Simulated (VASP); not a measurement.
The system is Ge2Sb2Te5.

```
Te Ge Sb
1.0
     4.22000    0.00000    0.00000
    -2.11000    3.65463    0.00000
     0.00000    0.00000   17.20000
Te Ge Sb
5 2 2
Cartesian
  0.0000 0.0000 0.0000
  2.1100 1.2182 3.6125
  0.0000 2.4364 7.2250
  2.1100 1.2182 9.9750
  0.0000 2.4364 13.5875
  0.0000 2.4364 1.8063
  2.1100 1.2182 15.3937
  0.0000 0.0000 5.4188
  0.0000 0.0000 11.7812
```

```yaml
Program: VASP 6.6.1
Task: relaxation of cell and atoms
Functional: PBE
Potentials_or_basis: VASP PAW PBE potentials, release 64 (Te, Ge_d, Sb)
Cutoff: 600 eV
k_mesh: 10 × 10 × 2
Occupations: gaussian, width 0.03 eV
Spin: no spin polarisation
```

At the start: pressure 1.9 GPa; volume 29.47 Å³/atom.

Task: How do energy, volume and symmetry change on relaxing?

Result: Over 45 steps the energy falls by 36.5 meV/atom and the volume is 31.14 Å³/atom (+5.6 %); space group P-3m1 (No. 164, to 0.1 Å) before and after.

The path:
```
step  energy change (eV)  largest force (eV/Å)  pressure (GPa)  volume (Å³)
   1              0.0000                1.0603            1.89       265.27
   3             -0.2302                0.3915           -1.11       282.47
   5             -0.2812                0.1845            0.01       276.85
   7             -0.2900                0.1582           -0.01       276.09
   9             -0.3029                0.0938            0.29       273.12
  11             -0.3066                0.1460           -0.13       275.30
  13             -0.3109                0.0951            0.02       275.18
  15             -0.3176                0.0724           -0.04       276.25
  17             -0.3197                0.1285           -0.08       277.27
  19             -0.3233                0.0966            0.15       276.90
  21             -0.3243                0.0707            0.28       276.61
  23             -0.3275                0.0162            0.09       278.49
  25             -0.3278                0.0321           -0.03       279.51
  27             -0.3278                0.0305           -0.02       279.43
  29             -0.3282                0.0179           -0.01       279.69
  31             -0.3283                0.0226            0.03       279.93
  33             -0.3284                0.0171           -0.01       280.26
  35             -0.3284                0.0174           -0.02       280.30
  37             -0.3284                0.0168           -0.02       280.31
  39             -0.3285                0.0097           -0.01       280.31
  41             -0.3285                0.0074            0.00       280.21
  43             -0.3285                0.0069            0.01       280.20
  45             -0.3285                0.0040           -0.01       280.23
```

Final structure:
```cif
data_structure
_symmetry_space_group_name_H-M 'P 1'
_symmetry_Int_Tables_number 1
_cell_length_a 4.2936
_cell_length_b 4.2936
_cell_length_c 17.5525
_cell_angle_alpha 90.000
_cell_angle_beta 90.000
_cell_angle_gamma 120.000
_cell_volume 280.23
loop_
_atom_site_label
_atom_site_type_symbol
_atom_site_fract_x
_atom_site_fract_y
_atom_site_fract_z
_atom_site_occupancy
Te1 Te 0.00000 0.00000 0.00000 1
Te2 Te 0.66667 0.33333 0.19516 1
Te3 Te 0.33333 0.66667 0.40847 1
Te4 Te 0.66667 0.33333 0.59153 1
Te5 Te 0.33333 0.66667 0.80484 1
Ge1 Ge 0.33333 0.66667 0.09876 1
Ge2 Ge 0.66667 0.33333 0.90124 1
Sb1 Sb 0.00000 0.00000 0.31081 1
Sb2 Sb 0.00000 0.00000 0.68919 1
```

Caveat: this functional lacks dispersion, which binds the layers, so the pressure and a relaxed spacing across them are unreliable.
